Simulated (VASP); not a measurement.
SiW (CsCl type):

```
W Si
1.0
     3.07250    0.00000    0.00000
     0.00000    3.07250    0.00000
     0.00000    0.00000    3.02652
W Si
1 1
Cartesian
  0.0000 0.0000 0.0000
  1.5362 1.5362 1.5133
```

This cell differs from its parent crystal: z stretched by -1 % at fixed volume.

Base run:

| Quantity | Value |
| --- | --- |
| Program | VASP 6.6.1 |
| Functional | PBE |
| Potentials or basis | VASP PAW PBE potentials, release 64 (W_sv, Si) |
| Cutoff | 520 eV |
| k mesh | 11 × 11 × 11 |
| Occupations | fermi-dirac, width 0.03 eV |
| Spin | no spin polarisation |

Its results: band gap on the k mesh zero (band 9 reaches 13.64 eV, above the bottom of band 10 at 10.77 eV); pressure 0.2 GPa.

**Question.** The run is repeated on the same cell with these changes: further incar settings from ALGO = Normal; EDIFF = 1e-08; NBANDS = 16 to ALGO = Normal; EDIFF = 1e-07; NBANDS = 16; dispersion from none to D4. What comes out?

**Answer.** Band gap on the k mesh zero (band 9 reaches 13.64 eV, above the bottom of band 10 at 10.77 eV); pressure -5.9 GPa.

Caveats: spin-orbit coupling is left out, which moves the levels of the heavy elements; pairwise dispersion overbinds metals, which lowers pressure and volume (some runs).
